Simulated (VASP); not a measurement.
# CoPtO2: single point with PBE

CoPtO2:

```xyz
4
Lattice="1.4123 0.8154 5.9394 -1.4123 0.8154 5.9394 0.0000 -1.6307 5.9394" Properties=species:S:1:pos:R:3 pbc="T T T"
Pt    0.0000    0.0000    0.0000
Co    0.0000    0.0000    8.9091
O     0.0000    0.0000    2.0000
O     0.0000    0.0000   15.8182
```

```yaml
Program: VASP 6.6.1
Task: single point
Functional: PBE
Potentials_or_basis: VASP PAW PBE potentials, release 64 (Pt, Co, O)
Cutoff: 520 eV
k_mesh: 10 × 10 × 10
Occupations: gaussian, width 0.05 eV
Spin: collinear spin, ferromagnetic start
Starting_moments: "[0.0, 2.0, 0.0, 0.0] μB"
Dipole_correction: no
Further_INCAR_settings: ALGO = Normal; EDIFF = 1e-06; NBANDS = 28
```

- Pressure: 6.2 GPa
- Largest force: 0.044 eV/Å
- Net moment: -0.09 μB per cell
- Site moments: Pt -0.09; Co +0.00; O -0.00 μB
- Valence electrons inside the program's atomic spheres: Pt 9.23; Co 8.46; O 5.01

Forces on the atoms (eV/Å):
```
Pt   0.000  0.000  0.000
Co   0.000  0.000  0.000
O    0.000  0.000 -0.044
O    0.000  0.000  0.044
```

Stress tensor (GPa, compression positive):
```
5.80 0.00 0.00
0.00 5.80 0.00
0.00 0.00 6.97
```

Levels at points of the mesh, in eV from the Fermi level:
Spin up:
```csv
k point,band 14,band 15,band 16,band 17,band 18,band 19
"(0.00, 0.00, 0.00)",-1.59,-1.59,-1.52,1.88,1.88,2.80
"(0.50, 0.00, 0.00)",-1.00,0.07,1.05,1.33,1.35,2.52
"(0.50, 0.50, 0.00)",-1.03,0.07,0.18,1.76,2.25,2.52
"(0.50, 0.50, 0.50)",-0.88,-0.72,-0.72,1.44,1.44,4.01
```
Spin down:
```csv
k point,band 14,band 15,band 16,band 17,band 18,band 19
"(0.00, 0.00, 0.00)",-1.62,-1.62,-1.53,1.87,1.87,2.78
"(0.50, 0.00, 0.00)",-1.00,-0.02,1.05,1.29,1.33,2.50
"(0.50, 0.50, 0.00)",-1.03,-0.02,0.17,1.76,2.21,2.50
"(0.50, 0.50, 0.50)",-0.88,-0.75,-0.75,1.44,1.44,3.99
```

Wall time 9.7 min on 1 thread of Intel(R) Xeon(R) 6975P-C (Granite Rapids), with other jobs on the host, peak memory 0.55 GiB.

Caveat: the cell stands under pressure; spin-orbit coupling is left out, which moves the levels of the heavy elements; semilocal functionals often make such compounds metallic where correlation or magnetic order opens a gap, which also shifts bond lengths. With open d or f shells a metallic result of PBE can be an artefact of self-interaction; +U or a hybrid may open a gap.
